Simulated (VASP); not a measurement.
# Al2Cu (I4/mcm) in VASP: relaxation of cell and atoms with r2SCAN

Aim: the relaxation of cell and atoms of Al2Cu with r2SCAN.

Everything below comes from runs of VASP 6.6.1. Logs are shortened: lines on timing, memory, paths and dates and some standing lists are left out, and cuts for length are marked.

**1. The cell of the first run**

The structure is tetragonal, space group I4/mcm (No. 140). Conventional cell: a = 5.366 Å, b = 5.366 Å, c = 4.305 Å, α = 90.00°, β = 90.00°, γ = 90.00°. Al (site symmetry m2m) has 4 Cu at 2.29 Å and 11 Al at 2.39 to 2.86 Å within 3.0 Å. Cu (site symmetry 422) has 2 Cu at 2.15 Å and 8 Al at 2.29 Å within 2.8 Å.

**2. Relaxation of cell and atoms, r2SCAN, target pressure 90 GPa, at which the enthalpy is minimised**

File POSCAR:

```
Al2Cu
1.0
   -2.6829632193      2.6829632193      2.1524565172
    2.6829632193     -2.6829632193      2.1524565172
    2.6829632193      2.6829632193     -2.1524565172
Al Cu
4 2
Direct
    0.8428119030      0.6571880970      0.5000000000
    0.6571880970      0.1571880970      0.8143761940
    0.3428119030      0.8428119030      0.1856238060
    0.1571880970      0.3428119030      0.5000000000
    0.2500000000      0.2500000000      0.0000000000
    0.7500000000      0.7500000000      0.0000000000
```

File INCAR.step1:

```
  ALGO = Normal
  EDIFF = 1E-4
  ENCUT = 600
  GGA = PE
  ISMEAR = 0
  LASPH = T
  LCHARG = F
  LREAL = F
  LWAVE = T
  NELM = 60
  PREC = Accurate
  SIGMA = 0.1
```

File INCAR.step2:

```
  ALGO = Normal
  EDIFF = 1E-7
  EDIFFG = -0.008
  ENCUT = 600
  IBRION = 2
  ISIF = 3
  ISMEAR = 0
  ISTART = 1
  LASPH = T
  LCHARG = F
  LMIXTAU = T
  LREAL = F
  LWAVE = F
  METAGGA = R2SCAN
  NELM = 60
  NSW = 70
  PREC = Accurate
  PSTRESS = 900.0
  SIGMA = 0.1
```

File KPOINTS:

```
k-points
0
Gamma
  10 10 10
```

Potentials or basis: VASP PAW PBE potentials, release 64 (Al, Cu).

Command:

```console
cat potpaw_PBE.64/Al/POTCAR potpaw_PBE.64/Cu/POTCAR > POTCAR
cp INCAR.step1 INCAR
mpirun -np 1 vasp_std > vasp.out
cp INCAR.step2 INCAR
mpirun -np 1 vasp_std > vasp.out
```

OUTCAR:

```text
EDIFF = 1E-7
   EDIFFG = -0.008
   ENCUT = 600
   IBRION = 2
   ISIF = 3
   ISMEAR = 0
   ISTART = 1
   LASPH = T
   LREAL = F
   METAGGA = R2SCAN
   NELM = 60
   NSW = 70
   PREC = Accurate
   PSTRESS = 900.0

 ion  position               nearest neighbor table
   1  0.843  0.657  0.500-   5 2.29   6 2.29   6 2.29   5 2.29   4 2.39   4 2.57   4 2.57   3 2.73
                             2 2.73   2 2.73   3 2.73   3 2.86   2 2.86   3 2.86   2 2.86
   2  0.657  0.157  0.814-   5 2.29   6 2.29   5 2.29   6 2.29   3 2.39   3 2.57   3 2.57   4 2.73
                             1 2.73   1 2.73   4 2.73   1 2.86   4 2.86   1 2.86   4 2.86
   3  0.343  0.843  0.186-   5 2.29   6 2.29   5 2.29   6 2.29   2 2.39   2 2.57   2 2.57   4 2.73
                             1 2.73   1 2.73   4 2.73   4 2.86   1 2.86   1 2.86   4 2.86
   4  0.157  0.343  0.500-   6 2.29   5 2.29   5 2.29   6 2.29   1 2.39   1 2.57   1 2.57   3 2.73
                             2 2.73   2 2.73   3 2.73   3 2.86   2 2.86   2 2.86   3 2.86
   5  0.250  0.250  0.000-   6 2.15   6 2.15   1 2.29   4 2.29   1 2.29   4 2.29   2 2.29   3 2.29
                             2 2.29   3 2.29
   6  0.750  0.750  0.000-   5 2.15   5 2.15   4 2.29   1 2.29   4 2.29   1 2.29   3 2.29   2 2.29
                             3 2.29   2 2.29

  LATTYP: Found a body centered tetragonal cell.
 ALAT       =     5.3659264386
 C/A-ratio  =     0.8022683657

  Lattice vectors:

 A1 = (  -2.6829632193,   2.6829632193,   2.1524565172)
 A2 = (   2.6829632193,  -2.6829632193,   2.1524565172)
 A3 = (   2.6829632193,   2.6829632193,  -2.1524565172)

Analysis of symmetry for initial positions (statically):
=====================================================================
 Subroutine PRICEL returns:
 Original cell was already a primitive cell.

 Routine SETGRP: Setting up the symmetry group for a
 body centered tetragonal supercell.

 Subroutine GETGRP returns: Found 16 space group operations
 (whereof  8 operations were pure point group operations)
 out of a pool of 16 trial point group operations.

The static configuration has the point symmetry C_4h.
 The point group associated with its full space group is D_4h.

Analysis of symmetry for dynamics (positions and initial velocities):
=====================================================================
 Subroutine PRICEL returns:
 Original cell was already a primitive cell.

 Routine SETGRP: Setting up the symmetry group for a
 body centered tetragonal supercell.

 Subroutine GETGRP returns: Found 16 space group operations
 (whereof  8 operations were pure point group operations)
 out of a pool of 16 trial point group operations.

[... 118 lines left out ...]
   TEBEG  =    0.0;   TEEND  =   0.0 temperature during run
   PSTRESS=  900.0 pullay stress
   NELECT =      34.0000    total number of electrons
   NUPDOWN=      -1.0000    fix difference up-down
   EMIN   =  10.00;   EMAX   =-10.00  energy-range for DOS
   EFERMI =   0.00;   METHOD = LEGACY
   ISMEAR =     0;   SIGMA  =   0.10  broadening in eV -4-tet -1-fermi 0-gaus
   EFERMI_NEDOS =   21; number of points for ismear=-14 and -15
   IALGO  =     38    algorithm
   IMIX   =      4    mixing-type and parameters
     AMIX     =   0.40;   BMIX     =  1.00
     AMIX_MAG =   1.60;   BMIX_MAG =  1.00
  volume/ion in A,a.u.               =      10.33        69.71
  Fermi-wavevector in a.u.,A,eV,Ry     =   1.340170  2.532554 24.436817  1.796055
  Thomas-Fermi vector in A             =   2.468504
   LORBIT       =      0    0 simple, 1 ext, 2 COOP (PROOUT), +10 PAW based schemes
   METAGGA = R2SCAN    functional components
   LHFCALC =     F    Hartree Fock is set to
   AEXX    =    0.0000 exact exchange contribution
   IVDW    =     0    specifies the selected vdW correction
   LEPSILON=     F    determine dielectric tensor
   LRPA    =     F    only Hartree local field effects (RPA)
 conjugate gradient relaxation of ions
 non-spin polarized calculation
 Gauss-broadening in eV      SIGMA  =   0.10
  energy-cutoff  :      600.00
  volume of cell :       61.98
 maximum number of plane-waves:      2086
   NGX = 17   NGY = 17   NGZ = 17

--------------------------------------- Ionic step        1  -------------------------------------------

 number of electron      34.0000010 magnetization

 Free energy of the ion-electron system (eV)
  ---------------------------------------------------
  ext. energy  EPLUGINS =         0.00000000
  ---------------------------------------------------
  free energy    TOTEN  =       -45.15295468 eV

  energy without entropy =      -45.14623955  energy(sigma->0) =      -45.14959712

------------------------ aborting loop because EDIFF is reached ----------------------------------------

  FORCE on cell =-STRESS in cart. coord.  units (eV):
  Direction    XX          YY          ZZ          XY          YZ          ZX
  --------------------------------------------------------------------------------------
  -------------------------------------------------------------------------------------
  Total       29.8431674     29.8431674     30.5162961      0.0000000      0.0000000      0.0000000
  in kB      771.4924517    771.4924517    788.8938797      0.0000000      0.0000000      0.0000000
  external PRESSURE =    -122.7070723 kB  Pullay stress =     900.0000000 kB
[... 197 lines left out ...]
--------------------------------------- Ionic step        6  -------------------------------------------

 number of electron      34.0000011 magnetization

 Free energy of the ion-electron system (eV)
  ---------------------------------------------------
  ext. energy  EPLUGINS =         0.00000000
  ---------------------------------------------------
  free energy    TOTEN  =       -44.21180557 eV

  energy without entropy =      -44.20464321  energy(sigma->0) =      -44.20822439

 E-fermi :  13.1842     XC(G=0): -13.6287

 val. band max:       13.1710271884   @ k =  -0.2000   0.2000   0.2000
 cond. band min:      13.2114270375   @ k =  -0.4000   0.2000   0.1000
 fundamental gap:      0.0403998492
 Fermi energy:        13.1841893886

 k-point     1 :       0.0000    0.0000    0.0000
  band No.  band energies     occupation
      1      -1.5310      2.00000
      2       5.2580      2.00000
      3       5.2580      2.00000
      4       5.2704      2.00000
      5       5.2855      2.00000
      6       6.7842      2.00000
[... 565 lines left out ...]
     20      16.6888      0.00000
     21      17.2447      0.00000

 [... further k-points ...]

------------------------ aborting loop because EDIFF is reached ----------------------------------------

  FORCE on cell =-STRESS in cart. coord.  units (eV):
  Direction    XX          YY          ZZ          XY          YZ          ZX
  --------------------------------------------------------------------------------------
  -------------------------------------------------------------------------------------
  Total       33.8145731     33.8145731     33.7704310      0.0000000     -0.0000000      0.0000000
  in kB      900.3905771    900.3905771    899.2151939      0.0000000     -0.0000000      0.0000000
  external PRESSURE =      -0.0012173 kB  Pullay stress =     900.0000000 kB
[... 25 lines left out ...]
  energy  without entropy=      -44.2046432114  energy(sigma->0) =      -44.20822439

  enthalpy is  TOTEN    =       -10.4119008008 eV   P V=       33.7999047732

 reached required accuracy - stopping structural energy minimisation
```

OUTCAR.step1:

```text
EDIFF = 1E-4
   ENCUT = 600
   GGA = PE
   ISMEAR = 0
[... 821 lines left out ...]
      1.83950     -0.84346      2.15246         0.183964      0.183964      0.000000
      1.83950      0.84346      0.00000         0.183964     -0.183964      0.000000
      0.00000      0.00000      1.07623         0.000000      0.000000      0.000000
      0.00000      0.00000      3.22868         0.000000      0.000000      0.000000
 -----------------------------------------------------------------------------------
    total drift:                                0.000000     -0.000000     -0.000000

  FREE ENERGIE OF THE ION-ELECTRON SYSTEM (eV)
  ---------------------------------------------------
  free  energy   TOTEN  =       -18.2634232238 eV

  energy  without entropy=      -18.2570709052  energy(sigma->0) =      -18.26024706
```

OSZICAR.step1:

```text
N       E                     dE             d eps       ncg     rms          rms(c)
DAV:   1     0.224363175382E+03    0.22436E+03   -0.16104E+04  4284   0.230E+03
DAV:   2    -0.812677581553E+01   -0.23249E+03   -0.22577E+03  4289   0.388E+02
DAV:   3    -0.240606913755E+02   -0.15934E+02   -0.15150E+02  5556   0.127E+02
DAV:   4    -0.245316495551E+02   -0.47096E+00   -0.46846E+00  6696   0.207E+01
DAV:   5    -0.245369650858E+02   -0.53155E-02   -0.53109E-02  6513   0.211E+00    0.233E+01
DAV:   6    -0.265604671562E+02   -0.20235E+01   -0.15982E+02  5294   0.365E+02    0.166E+01
DAV:   7    -0.184489019374E+02    0.81116E+01   -0.36852E+01  5350   0.161E+02    0.261E+00
DAV:   8    -0.183359514868E+02    0.11295E+00   -0.36523E+00  6746   0.387E+01    0.222E+00
DAV:   9    -0.182739911190E+02    0.61960E-01   -0.12972E-01  6861   0.610E+00    0.802E-01
DAV:  10    -0.182643943965E+02    0.95967E-02   -0.25159E-02  6819   0.449E+00    0.310E-01
DAV:  11    -0.182636648874E+02    0.72951E-03   -0.28053E-03  7073   0.104E+00    0.109E-01
DAV:  12    -0.182634191192E+02    0.24577E-03   -0.98932E-04  5763   0.951E-01    0.190E-02
DAV:  13    -0.182634232238E+02   -0.41046E-05   -0.60064E-05  2728   0.787E-02
   1 F= -.18263423E+02 E0= -.18260247E+02  d E =-.635232E-02
```

It took 77 min on 1 thread of Oxide Virtual Turin-like, shared host; peak memory 0.31 GiB.

What came out:

```yaml
Free_energy: -44.2118 eV
Relaxed_volume: 10.03 Å³/atom
Relaxed_cell: a = 4.318 Å, b = 4.318 Å, c = 4.318 Å, α = 104.19°, β = 104.19°, γ = 120.64°
Space_group_after_relaxing_to_0.1_Å: I4/mcm (No. 140)
Energy_change_on_relaxing_the_run_minimises_the_enthalpy: +156.9 meV/atom
Ionic_steps: 6
Pressure_after_relaxing: 90.0 GPa
Largest_force_after_relaxing: 0.006 eV/Å
Band_gap_on_the_k_mesh: zero (bands 17 and 18 overlap by 5.69 eV)
```

Forces in eV/Å, atoms in the order of the input:
```
Al  -0.004  0.004  0.000
Al  -0.004 -0.004  0.000
Al   0.004  0.004  0.000
Al   0.004 -0.004  0.000
Cu   0.000  0.000  0.000
Cu   0.000  0.000  0.000
```

The path:
```
step  energy change (eV)  largest force (eV/Å)  pressure (GPa)  volume (Å³)
   1              0.0000                0.1209           77.73        61.98
   2              4.4137                0.1548          134.41        55.15
   3              0.9126                0.1321           89.72        60.22
   4              0.9418                0.1323           90.14        60.17
   5              0.9420                0.0500           89.96        60.17
   6              0.9411                0.0057           90.00        60.17
```

Final structure:
```xyz
6
Lattice="-2.6526 2.6526 2.1378 2.6526 -2.6526 2.1378 2.6526 2.6526 -2.1378" Properties=species:S:1:pos:R:3 pbc="T T T"
Al    0.8303    1.8223    2.1378
Al    0.8303    3.4829    0.0000
Al    1.8223   -0.8303    2.1378
Al    1.8223    0.8303    0.0000
Cu    0.0000    0.0000    1.0689
Cu    2.6526    2.6526    1.0689
```

Levels at points of the mesh, in eV from the Fermi level:
```csv
k point,band 13,band 14,band 15,band 16,band 17,band 18,band 19,band 20,band 21
"(0.00, 0.00, 0.00)",-4.38,-2.83,-2.20,-2.15,-2.15,-1.51,-0.76,1.78,2.51
"(0.50, 0.00, 0.00)",-4.44,-4.44,-3.53,-3.53,0.31,0.31,4.94,4.94,5.51
"(0.50, 0.50, 0.00)",-4.53,-3.95,-2.39,-2.29,-0.65,-0.18,1.14,1.95,5.08
"(0.50, 0.50, 0.50)",-4.83,-4.64,-4.63,-2.38,3.10,3.10,3.36,4.53,6.07
```

Caveat: the cell is relaxed towards a set pressure, so the run minimises the enthalpy, not the energy; the PAW data sets were made with another functional, which shifts forces and pressure a little.

The gap in the log of VASP goes by the Fermi energy; the results here count the filled bands.